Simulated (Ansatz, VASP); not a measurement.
## AgCl: VASP beside Ansatz

File POSCAR:

```
AgCl
1.0
    0.0000000000      2.8840760000      2.7731500000
    2.8840760000      0.0000000000      2.7731500000
    2.8840760000      2.8840760000      0.0000000000
Ag Cl
1 1
Direct
    0.5000000000      0.5000000000      0.5000000000
    0.0000000000      0.0000000000      0.0000000000
```

The input INCAR.step1:

```
PREC = Accurate
ENCUT = 550
ISMEAR = 0
SIGMA = 0.05
LREAL = F
LASPH = T
NELM = 120
NBANDS = 16
GGA = PE
ALGO = Normal
EDIFF = 1E-5
LWAVE = T
LCHARG = F
GGA_COMPAT = F
```

Contents of INCAR.step2:

```
PREC = Accurate
ENCUT = 550
EDIFF = 1E-6
ISMEAR = 0
SIGMA = 0.05
LREAL = F
LASPH = T
NELM = 120
ALGO = Normal
ISIF = 2
LWAVE = F
LCHARG = F
METAGGA = R2SCAN
LMIXTAU = T
NBANDS = 16
ISTART = 1
GGA_COMPAT = F
```

KPOINTS

```
regular mesh
0
Gamma
  8 8 8
```

Input for Ansatz:

```yaml
crystal:
  lattice:
    - [0.0, 2.884076, 2.77315]
    - [2.884076, 0.0, 2.77315]
    - [2.884076, 2.884076, 0.0]
  atoms:
    - { symbol: Ag, position: [0.5, 0.5, 0.5] }
    - { symbol: Cl, position: [0.0, 0.0, 0.0] }
basis:
  ecutwfc: 500
kpoints:
  mp_grid: { grid: [8, 8, 8] }
hamiltonian:
  xc: r2scan
scf:
  occupations: { method: gaussian, width: 0.05 }
output:
  forces: true
  stress: true
  eigenvalues: true
```

Change from the starting cell: strain +0.040 along x and y, +0.000 along z, atoms carried along.

Alike in both runs: task single point; functional r2SCAN; k mesh 8 × 8 × 8; occupations gaussian, width 0.05 eV; no spin polarisation.

```csv
,VASP,Ansatz
version,VASP 6.6.1,Ansatz 0.2.0
potentials or method,"VASP PAW PBE potentials, release 64 (Ag, Cl), cutoff 550 eV","scalar-relativistic, plane waves, PAW"
valence electrons in the cell,18,26
```

```tsv
	VASP	Ansatz	Ansatz less VASP
gap on the k mesh at the Fermi level (eV)	1.34	1.39	+0.051
least direct gap on the mesh (eV)	3.46	3.50	+0.044
pressure (GPa)	-3.2	-3.1	+0.08
traceless stress, the component that is largest in VASP (GPa)	0.21	0.23	+0.019
```

VASP's potentials were made for PBE, not for r2SCAN. With one functional, cell and mesh, what is left measures potentials, basis and numerics. VASP's potentials hold 18 valence electrons a cell and Ansatz's 26, so a difference there can come from the potentials and not from the codes.
